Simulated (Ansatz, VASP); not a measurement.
**GaP: VASP beside Ansatz**

POSCAR

```
GaP
1.0
    0.0000000000      2.7252500000      2.7252500000
    2.7252500000      0.0000000000      2.7252500000
    2.7252500000      2.7252500000      0.0000000000
Ga P
1 1
Direct
    0.0000000000      0.0000000000      0.0000000000
    0.2500000000      0.2500000000      0.2500000000
```

Contents of INCAR.step1:

```
SYSTEM = GaP
ALGO = Normal ; EDIFF = 1E-4
ENCUT = 600 ; GGA = PE
ISMEAR = 0 ; LASPH = .TRUE.
LCHARG = .FALSE. ; LREAL = .FALSE.
LWAVE = .TRUE. ; NELM = 80
PREC = Accurate ; SIGMA = 0.01
```

File INCAR.step2:

```
SYSTEM = GaP
ALGO = Normal ; EDIFF = 1E-7
EDIFFG = -0.005 ; ENCUT = 600
IBRION = 2 ; ISIF = 3
ISMEAR = 0 ; ISTART = 1
IVDW = 13 ; LASPH = .TRUE.
LCHARG = .FALSE. ; LMIXTAU = .TRUE.
LREAL = .FALSE. ; LWAVE = .FALSE.
METAGGA = R2SCAN ; NELM = 80
NSW = 80 ; PREC = Accurate
SIGMA = 0.01 ; VDW_A1 = 0.51559235
VDW_A2 = 5.77342911 ; VDW_S6 = 1.0
VDW_S8 = 0.6018749
```

The input KPOINTS:

```
k-points
0
G
  6 6 6
  0 0 0
```

Input for Ansatz:

```yaml
crystal:
  lattice:
    - [0.0, 2.72525, 2.72525]
    - [2.72525, 0.0, 2.72525]
    - [2.72525, 2.72525, 0.0]
  atoms:
    - { symbol: Ga, position: [0.0, 0.0, 0.0] }
    - { symbol: P, position: [0.25, 0.25, 0.25] }
kpoints:
  mp_grid:
    grid: [6, 6, 6]
    shift: [0.0, 0.0, 0.0]
hamiltonian:
  xc: r2scan
  dispersion: d4
scf:
  occupations:
    method: fixed
relax:
  f_tol: 0.005
  cell: {}
```

Alike in both runs: task relaxation of cell and atoms; functional r2SCAN; dispersion D4; k mesh 6 × 6 × 6; no spin polarisation.

|  | VASP | Ansatz |
| --- | --- | --- |
| version | VASP 6.6.1 | Ansatz 0.2.0 |
| potentials or method | VASP PAW PBE potentials, release 64 (Ga_d, P) | plane waves, PAW |
| plane-wave cutoff (eV) | 600 | 500 |
| occupations | gaussian, width 0.01 eV | fixed |
| valence electrons in the cell | 18 | 18 |

Ansatz gave:

- relaxed volume (Å³/atom): 20.02
- relaxed length of the cell vector where the two differ most in proportion (Å): 3.840

Problem. Estimate VASP's values.

Solution. Relaxed volume (Å³/atom): 20.01; relaxed length of the cell vector where the two differ most in proportion (Å): 3.839.

VASP's potentials were made for PBE, not for r2SCAN.
